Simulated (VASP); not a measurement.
# AlGa3Ru in VASP: further runs

The runs below take AlGa3Ru through single point, relaxation of cell and atoms, with PBE.

Everything below comes from runs of VASP 6.6.1. Logs are shortened: lines on timing, memory, paths and dates and some standing lists are left out, and cuts for length are marked.

### Step 1. The cell of the first run

Symmetry: Pm-3m, No. 221, cubic system. The conventional cell has a = 4.803 Å, b = 4.803 Å, c = 4.803 Å, α = 90.00°, β = 90.00°, γ = 90.00°. Within 4.5 Å of Al (site symmetry m-3m) lie 12 Ga at 3.40 Å and 8 Ru at 4.16 Å. Within 3.2 Å of Ga (site symmetry 4/mmm) lie 2 Ru at 2.40 Å. Within 3.2 Å of Ru (site symmetry m-3m) lie 6 Ga at 2.40 Å.

### Step 2. Single point, PBE

File INCAR:

```
SYSTEM = AlGa3Ru
  ALGO = Fast
  EDIFF = 1E-7
  ENCUT = 520
  GGA = PE
  ISIF = 2
  ISMEAR = 0
  LASPH = .TRUE.
  LCHARG = .TRUE.
  LELF = .TRUE.
  LREAL = .FALSE.
  LVHAR = .TRUE.
  LWAVE = .FALSE.
  NBANDS = 36
  NELM = 100
  PREC = Accurate
  SIGMA = 0.1
```

File KPOINTS:

```
k-points
0
G
  8 8 8
  0 0 0
```

File POSCAR:

```
AlGa3Ru
1.0
    4.8030004941      0.0000000000      0.0000000000
    0.0000000000      4.8030004941      0.0000000000
    0.0000000000      0.0000000000      4.8030004941
Al Ga Ru
1 3 1
Direct
    0.0000000000      0.0000000000      0.0000000000
    0.0000000000      0.5000000000      0.5000000000
    0.5000000000      0.0000000000      0.5000000000
    0.5000000000      0.5000000000      0.0000000000
    0.5000000000      0.5000000000      0.5000000000
```

Potentials or basis: VASP PAW PBE potentials, release 64 (Al, Ga_d, Ru_pv).

The run is started by

```
cat potpaw_PBE.64/Al/POTCAR potpaw_PBE.64/Ga_d/POTCAR potpaw_PBE.64/Ru_pv/POTCAR > POTCAR
mpirun -np 1 vasp_std > vasp.out
```

OUTCAR:

```text
SYSTEM = AlGa3Ru
   EDIFF = 1E-7
   ENCUT = 520
   GGA = PE
   ISIF = 2
   ISMEAR = 0
   LASPH = .TRUE.
   LREAL = .FALSE.
   NELM = 100
   PREC = Accurate

 ion  position               nearest neighbor table
   1  0.000  0.000  0.000-
   2  0.000  0.500  0.500-   5 2.40   5 2.40
   3  0.500  0.000  0.500-   5 2.40   5 2.40
   4  0.500  0.500  0.000-   5 2.40   5 2.40
   5  0.500  0.500  0.500-   2 2.40   3 2.40   4 2.40   4 2.40   3 2.40   2 2.40

  LATTYP: Found a simple cubic cell.
 ALAT       =     4.8030004941

  Lattice vectors:

 A1 = (   4.8030004941,   0.0000000000,   0.0000000000)
 A2 = (   0.0000000000,   4.8030004941,   0.0000000000)
 A3 = (   0.0000000000,   0.0000000000,   4.8030004941)

Analysis of symmetry for initial positions (statically):
=====================================================================
 Subroutine PRICEL returns:
 Original cell was already a primitive cell.

 Routine SETGRP: Setting up the symmetry group for a
 simple cubic supercell.

 Subroutine GETGRP returns: Found 48 space group operations
 (whereof 48 operations were pure point group operations)
 out of a pool of 48 trial point group operations.

The static configuration has the point symmetry O_h .

Analysis of symmetry for dynamics (positions and initial velocities):
=====================================================================
 Subroutine PRICEL returns:
 Original cell was already a primitive cell.

 Routine SETGRP: Setting up the symmetry group for a
 simple cubic supercell.

 Subroutine GETGRP returns: Found 48 space group operations
 (whereof 48 operations were pure point group operations)
 out of a pool of 48 trial point group operations.

The dynamic configuration has the point symmetry O_h .

 Subroutine INISYM returns: Found 48 space group operations
 (whereof 48 operations are pure point group operations),
 and found     1 'primitive' translations

----------------------------------------------------------------------------------------

                                     Primitive cell

  volume of cell :     110.7995

  direct lattice vectors                    reciprocal lattice vectors
     4.803000494  0.000000000  0.000000000     0.208203185  0.000000000  0.000000000
     0.000000000  4.803000494  0.000000000     0.000000000  0.208203185  0.000000000
     0.000000000  0.000000000  4.803000494     0.000000000  0.000000000  0.208203185

  length of vectors
     4.803000494  4.803000494  4.803000494     0.208203185  0.208203185  0.208203185

  position of ions in fractional coordinates (direct lattice)
     0.000000000  0.000000000  0.000000000
     0.000000000  0.500000000  0.500000000
     0.500000000  0.000000000  0.500000000
     0.500000000  0.500000000  0.000000000
     0.500000000  0.500000000  0.500000000

  ion indices of the primitive-cell ions
   primitive index   ion index
                 1           1
                 2           2
                 3           3
                 4           4
                 5           5

----------------------------------------------------------------------------------------

 KPOINTS: k-points

Automatic generation of k-mesh.
 Grid dimensions read from file:
 generate k-points for:    8    8    8

 Generating k-lattice:

  Cartesian coordinates                     Fractional coordinates (reciprocal lattice)
     0.026025398  0.000000000  0.000000000     0.125000000  0.000000000  0.000000000
     0.000000000  0.026025398  0.000000000     0.000000000  0.125000000  0.000000000
     0.000000000  0.000000000  0.026025398     0.000000000  0.000000000  0.125000000

  Length of vectors
     0.026025398  0.026025398  0.026025398

  Shift w.r.t. Gamma in fractional coordinates (k-lattice)
     0.000000000  0.000000000  0.000000000

 Subroutine IBZKPT returns following result:
 ===========================================

 Found     35 irreducible k-points:

 Following reciprocal coordinates:
            Coordinates               Weight
  0.000000  0.000000  0.000000      1.000000
  0.125000  0.000000  0.000000      6.000000
  0.250000  0.000000  0.000000      6.000000
  0.375000  0.000000  0.000000      6.000000
  0.500000  0.000000  0.000000      3.000000
  0.125000  0.125000  0.000000     12.000000
[... 16 lines left out ...]
  0.375000  0.375000  0.125000     24.000000
  0.500000  0.375000  0.125000     24.000000
 [... further k-points ...]
   k-points           NKPTS =     35   k-points in BZ     NKDIM =     35   number of bands    NBANDS=     36
   number of dos      NEDOS =    301   number of ions     NIONS =      5
   total plane-waves  NPLWV =  46656
   dimension x,y,z NGX =    36 NGY =   36 NGZ =   36
   dimension x,y,z NGXF=    72 NGYF=   72 NGZF=   72
   ions per type =               1   3   1
   NGX,Y,Z   is equivalent  to a cutoff of  12.46, 12.46, 12.46 a.u.
   NGXF,Y,Z  is equivalent  to a cutoff of  24.92, 24.92, 24.92 a.u.
 SYSTEM =  AlGa3Ru
[... 24 lines left out ...]
   ISMEAR =     0;   SIGMA  =   0.10  broadening in eV -4-tet -1-fermi 0-gaus
   EFERMI_NEDOS =   21; number of points for ismear=-14 and -15
   IALGO  =     68    algorithm
   IMIX   =      4    mixing-type and parameters
     AMIX     =   0.40;   BMIX     =  1.00
     AMIX_MAG =   1.60;   BMIX_MAG =  1.00
  volume/ion in A,a.u.               =      22.16       149.54
  Fermi-wavevector in a.u.,A,eV,Ry     =   1.304042  2.464282 23.137051  1.700525
  Thomas-Fermi vector in A             =   2.435004
   LORBIT       =      0    0 simple, 1 ext, 2 COOP (PROOUT), +10 PAW based schemes
   GGA     = PE    functional components
   LHFCALC =     F    Hartree Fock is set to
   AEXX    =    0.0000 exact exchange contribution
   IVDW    =     0    specifies the selected vdW correction
   LEPSILON=     F    determine dielectric tensor
   LRPA    =     F    only Hartree local field effects (RPA)
 non-spin polarized calculation
 RMM-DIIS sequential band-by-band and
 Gauss-broadening in eV      SIGMA  =   0.10
  energy-cutoff  :      520.00
  volume of cell :      110.80
 maximum number of plane-waves:      3016
 NGX is ok and might be reduce to    36
   NGX = 17   NGY = 17   NGZ = 17

 number of electron      55.9999990 magnetization

 Free energy of the ion-electron system (eV)
  ---------------------------------------------------
  ext. energy  EPLUGINS =         0.00000000
  ---------------------------------------------------
  free energy    TOTEN  =       -21.00451611 eV

  energy without entropy =      -20.99225137  energy(sigma->0) =      -20.99838374

 E-fermi :   4.9530     XC(G=0):  -9.9989

 val. band max:        4.9286629409   @ k =   0.5000   0.5000   0.3750
 cond. band min:       4.9544766691   @ k =   0.5000   0.5000   0.1250
 fundamental gap:      0.0258137282
 Fermi energy:         4.9530402917

 k-point     1 :       0.0000    0.0000    0.0000
  band No.  band energies     occupation
      1     -37.4505      2.00000
      2     -37.4505      2.00000
      3     -37.4505      2.00000
      4      -9.8644      2.00000
      5      -9.8644      2.00000
      6      -9.8596      2.00000
[... 28 lines left out ...]
     35       8.2261      0.00000
     36       8.2261      0.00000

 k-point     2 :       0.1250    0.0000    0.0000
  band No.  band energies     occupation
      1     -37.4510      2.00000
      2     -37.4505      2.00000
      3     -37.4505      2.00000
      4      -9.8635      2.00000
      5      -9.8617      2.00000
      6      -9.8577      2.00000
[... 28 lines left out ...]
     35       8.3114      0.00000
     36       8.3114      0.00000

 k-point     3 :       0.2500    0.0000    0.0000
  band No.  band energies     occupation
      1     -37.4523      2.00000
      2     -37.4505      2.00000
      3     -37.4505      2.00000
      4      -9.8619      2.00000
      5      -9.8543      2.00000
      6      -9.8523      2.00000
[... 28 lines left out ...]
     35       8.6755      0.00000
     36       8.6755      0.00000
[... 742 lines left out ...]
 k-point    23 :       0.3750    0.3750    0.1250
  band No.  band energies     occupation
      1     -37.4537      2.00000
      2     -37.4537      2.00000
      3     -37.4511      2.00000
      4      -9.8588      2.00000
      5      -9.8475      2.00000
      6      -9.8457      2.00000
[... 28 lines left out ...]
     35       9.6597      0.00000
     36       9.9907      0.00000

 k-point    24 :       0.5000    0.3750    0.1250
  band No.  band energies     occupation
      1     -37.4542      2.00000
      2     -37.4537      2.00000
      3     -37.4511      2.00000
      4      -9.8599      2.00000
      5      -9.8468      2.00000
      6      -9.8421      2.00000
[... 28 lines left out ...]
     35       9.7653      0.00000
     36      10.0227      0.00000

 [... further k-points ...]

------------------------ aborting loop because EDIFF is reached ----------------------------------------

  FORCE on cell =-STRESS in cart. coord.  units (eV):
  Direction    XX          YY          ZZ          XY          YZ          ZX
  --------------------------------------------------------------------------------------
  -------------------------------------------------------------------------------------
  Total        0.1453251      0.1453251      0.1453251     -0.0000000      0.0000000     -0.0000000
  in kB        2.1014216      2.1014216      2.1014216     -0.0000000      0.0000000     -0.0000000
  external PRESSURE =       2.1014216 kB  Pullay stress =       0.0000000 kB

 VOLUME and BASIS-vectors are now :
 -----------------------------------------------------------------------------
  energy-cutoff  :      520.00
  volume of cell :      110.80
      direct lattice vectors                 reciprocal lattice vectors
     4.803000494  0.000000000  0.000000000     0.208203185  0.000000000  0.000000000
     0.000000000  4.803000494  0.000000000     0.000000000  0.208203185  0.000000000
     0.000000000  0.000000000  4.803000494     0.000000000  0.000000000  0.208203185

 POSITION                                       TOTAL-FORCE (eV/Angst)
 -----------------------------------------------------------------------------------
      0.00000      0.00000      0.00000         0.000000      0.000000      0.000000
      0.00000      2.40150      2.40150         0.000000      0.000000      0.000000
      2.40150      0.00000      2.40150         0.000000      0.000000      0.000000
      2.40150      2.40150      0.00000         0.000000      0.000000      0.000000
      2.40150      2.40150      2.40150         0.000000      0.000000      0.000000
 -----------------------------------------------------------------------------------
    total drift:                                0.000000      0.000000      0.000000

  FREE ENERGIE OF THE ION-ELECTRON SYSTEM (eV)
  ---------------------------------------------------
  free  energy   TOTEN  =       -21.0045161118 eV

  energy  without entropy=      -20.9922513706  energy(sigma->0) =      -20.99838374
```

Run time: 2.4 min. Hardware: 1 thread of AMD EPYC 9R14 (Zen 4), shared host; peak memory 0.26 GiB.

Results:

- Free energy: -21.0045 eV
- Pressure: 0.2 GPa
- Band gap on the k mesh: zero (bands 28 and 29 overlap by 0.56 eV)

### Step 3. Relaxation of cell and atoms, PBE

This run uses another cell than the first one, of 13.88 Å³/atom.

File INCAR:

```
ALGO     = Normal         # electronic algorithm
EDIFF    = 1E-6           # SCF threshold, eV
EDIFFG   = -0.04          # ionic threshold
ENCUT    = 600            # plane-wave cutoff, eV
GGA      = PE             # functional
IBRION   = 2              # ionic algorithm
ISIF     = 3              # what is computed and relaxed
ISMEAR   = 0              # smearing method
LASPH    = True           # aspherical terms in the spheres
LCHARG   = False          # write CHGCAR
LREAL    = False          # projectors in reciprocal space
LWAVE    = False          # write WAVECAR
NELM     = 60             # most SCF steps
NSW      = 90             # ionic steps
PREC     = Accurate       # precision mode
SIGMA    = 0.1            # smearing width, eV
```

File KPOINTS:

```
k-points
0
Gamma
  4 4 4
```

File POSCAR:

```
AlGa3Ru
1.0
    4.0921542949      0.0000000000      0.0000000000
    0.0000000000      4.0921542949      0.0000000000
    0.0000000000      0.0000000000      4.1434344239
Al Ga Ru
1 3 1
Direct
    0.0000000000      0.0000000000      0.0000000000
    0.5000000000      0.5000000000      0.9750000000
    0.0000000000      0.5000000000      0.4850000000
    0.5000000000      0.0000000000      0.4850000000
    0.5000000000      0.5000000000      0.5150000000
```

Potentials or basis: VASP PAW PBE potentials, release 64 (Al, Ga_d, Ru_pv).

The run is started by

```
cat potpaw_PBE.64/Al/POTCAR potpaw_PBE.64/Ga_d/POTCAR potpaw_PBE.64/Ru_pv/POTCAR > POTCAR
mpirun -np 1 vasp_std > vasp.out
```

Run time: 11 min. Hardware: 1 thread of AMD EPYC 9R14 (Zen 4), shared host; peak memory 0.21 GiB.

Results (log left out):

```yaml
Free_energy: -20.9752 eV
Relaxed_volume: 22.10 Å³/atom
Relaxed_cell: a = 4.796 Å, b = 4.796 Å, c = 4.803 Å, α = 90.00°, β = 90.00°, γ = 90.00°
Space_group_after_relaxing_to_0.1_Å: Pm-3m (No. 221)
Energy_gained_by_relaxing: 1780.4 meV/atom
Ionic_steps: 19
Pressure_after_relaxing: 0.1 GPa
Largest_force_after_relaxing: 0.029 eV/Å
Band_gap_on_the_k_mesh: zero (bands 28 and 29 overlap by 0.54 eV)
```

Forces on the atoms (eV/Å):
```
Al   0.000  0.000 -0.017
Ga   0.000  0.000 -0.029
Ga   0.000  0.000  0.018
Ga   0.000  0.000  0.018
Ru   0.000  0.000  0.010
```

Stress tensor (GPa, compression positive):
```
 0.17  0.00  0.00
 0.00  0.17  0.00
 0.00  0.00 -0.05
```

The path:
```csv
step,energy change (eV),largest force (eV/Å),pressure (GPa),volume (Å³)
1,0.0000,11.8861,97.39,69.38
2,2.2605,29.4553,5.95,193.21
3,-2.5156,20.5689,3.80,154.92
4,-4.7937,16.3974,4.34,133.86
5,-6.6804,11.7772,19.99,98.12
6,-6.1950,0.8154,-9.55,162.03
7,-7.3689,0.6906,-9.37,143.72
8,-8.1074,0.5348,-7.97,131.72
9,-8.7616,0.8985,-1.58,114.12
10,-8.7625,1.0955,-0.93,113.00
11,-8.7631,1.0340,-1.09,113.31
12,-8.8706,0.6343,0.09,110.66
13,-8.8872,0.2615,0.98,109.24
14,-8.8942,0.1908,-0.09,110.77
15,-8.8942,0.1765,-0.04,110.69
16,-8.8966,0.1039,-0.15,110.86
17,-8.8990,0.1504,-0.35,111.23
18,-8.9008,0.1009,-0.19,110.93
19,-8.9020,0.0290,0.10,110.49
```

Final structure:
```xyz
5
Lattice="4.7961 0.0000 0.0000 0.0000 4.7961 0.0000 0.0000 0.0000 4.8034" Properties=species:S:1:pos:R:3 pbc="T T T"
Al    4.7961    0.0000    4.7608
Ga    2.3980    2.3980    4.7732
Ga    0.0000    2.3980    2.3576
Ga    2.3980    0.0000    2.3576
Ru    2.3980    2.3980    2.3705
```

Levels at points of the mesh, in eV from the Fermi level:
```
           k point  band 26  band 27  band 28  band 29  band 30  band 31
(0.00, 0.00, 0.00)    -1.72    -1.71    -1.71     1.26     1.28     3.01
(0.50, 0.00, 0.00)    -1.69    -0.71    -0.70     0.75     0.97     0.97
(0.50, 0.50, 0.00)    -2.43    -1.92     0.37     0.37     0.88     1.23
(0.00, 0.00, 0.50)    -1.69    -0.70    -0.70     0.76     0.97     0.97
(0.50, 0.00, 0.50)    -2.43    -1.92     0.38     0.38     0.89     1.24
(0.50, 0.50, 0.50)    -3.93    -3.06    -3.05    -0.15    -0.15    -0.15
```

Caveat: the k points lie up to 0.33 Å⁻¹ apart in the final cell, too coarse for converged energies and pressures of a metal; the volume moved by over 15 % at a fixed basis, so the end points are rough.

### Step 4. Relaxation of cell and atoms, PBE

This run uses another cell than the first one, of 22.02 Å³/atom.

File INCAR:

```
SYSTEM = AlGa3Ru
  PREC = Accurate
  ENCUT = 600
  EDIFF = 1E-7
  ISMEAR = 0
  SIGMA = 0.1
  LREAL = .FALSE.
  LASPH = .TRUE.
  NELM = 60
  ALGO = Fast
  ISIF = 3
  LWAVE = .FALSE.
  LCHARG = .FALSE.
  GGA = PE
  IBRION = 2
  NSW = 100
  EDIFFG = -0.01
```

File KPOINTS:

```
regular mesh
0
G
  8 8 8
  0 0 0
```

File POSCAR:

```
AlGa3Ru
1.0
    4.7928111013      0.0000000000      0.0000000000
    0.0000000000      4.7928111013      0.0000000000
    0.0000000000      0.0000000000      4.7928111013
Al Ga Ru
1 3 1
Direct
    0.0000000000      0.0000000000      0.0000000000
    0.0000000000      0.5000000000      0.5000000000
    0.5000000000      0.0000000000      0.5000000000
    0.5000000000      0.5000000000      0.0000000000
    0.5000000000      0.5000000000      0.5000000000
```

The run is started by

```
cat potpaw_PBE.64/Al/POTCAR potpaw_PBE.64/Ga_d/POTCAR potpaw_PBE.64/Ru_pv/POTCAR > POTCAR
mpirun -np 1 vasp_std > vasp.out
```

Run time: 5.9 min. Hardware: 1 thread of AMD EPYC 9R14 (Zen 4), shared host; peak memory 0.32 GiB.

Results (log left out):

```yaml
Free_energy: -21.0041 eV
Relaxed_volume: 22.21 Å³/atom
Relaxed_cell: a = 4.807 Å, b = 4.807 Å, c = 4.807 Å, α = 90.00°, β = 90.00°, γ = 90.00°
Space_group_after_relaxing_to_0.1_Å: Pm-3m (No. 221)
Energy_gained_by_relaxing: 0.4 meV/atom
Ionic_steps: 3
Pressure_after_relaxing: 0.0 GPa
Band_gap_on_the_k_mesh: zero (bands 28 and 29 overlap by 0.55 eV)
```

Step by step:
```
step  energy change (eV)  largest force (eV/Å)  pressure (GPa)  volume (Å³)
   1              0.0000                0.0000            0.62       110.10
   2             -0.0015                0.0000           -0.26       111.47
   3             -0.0019                0.0000            0.00       111.06
```

Final structure:
```
Al Ga Ru
1.0
     4.80673    0.00000    0.00000
     0.00000    4.80673    0.00000
     0.00000    0.00000    4.80673
Al Ga Ru
1 3 1
Direct
  0.00000 0.00000 0.00000
  0.00000 0.50000 0.50000
  0.50000 0.00000 0.50000
  0.50000 0.50000 0.00000
  0.50000 0.50000 0.50000
```

Levels at points of the mesh, in eV from the Fermi level:
```csv
k point,band 24,band 25,band 26,band 27,band 28,band 29,band 30,band 31,band 32,band 33
"(0.00, 0.00, 0.00)",-2.10,-2.10,-1.62,-1.62,-1.62,1.35,1.35,3.09,3.09,3.09
"(0.50, 0.00, 0.00)",-2.52,-2.51,-1.60,-0.58,-0.58,0.87,1.03,1.03,1.42,1.95
"(0.50, 0.50, 0.00)",-2.95,-2.32,-2.32,-1.84,0.47,0.47,1.01,1.29,2.36,2.98
"(0.50, 0.50, 0.50)",-4.01,-4.01,-3.79,-2.94,-2.94,-0.08,-0.08,-0.08,6.64,6.64
```

### Step 5. Summary

| task | cell | k mesh | cutoff (eV) | gap on the mesh (eV) | pressure (GPa) | relaxed volume (Å³/atom) |
| --- | --- | --- | --- | --- | --- | --- |
| single point | a = 4.803 Å, 5 atoms, atomic positions A | 8 × 8 × 8 | 520 | none | 0.2 | - |
| relaxation of cell and atoms | relaxed from a = 4.092, b = 4.092, c = 4.143 Å, 5 atoms, atomic positions B | 4 × 4 × 4 | 600 | none | 0.1 | 22.10 |
| relaxation of cell and atoms | relaxed from a = 4.793 Å, 5 atoms, atomic positions A | 8 × 8 × 8 | 600 | none | 0.0 | 22.21 |

Alike in all rows: level PBE; potentials or basis VASP PAW PBE potentials, release 64 (Al, Ga_d, Ru_pv); no spin polarisation; smearing gaussian 0.1 eV.

Caveats: some runs use coarse meshes; the volume moved by over 15 % at a fixed basis, so the end points are rough (at least some runs).

Total energies depend on the potentials used, so only differences within one code and one set of settings carry meaning.
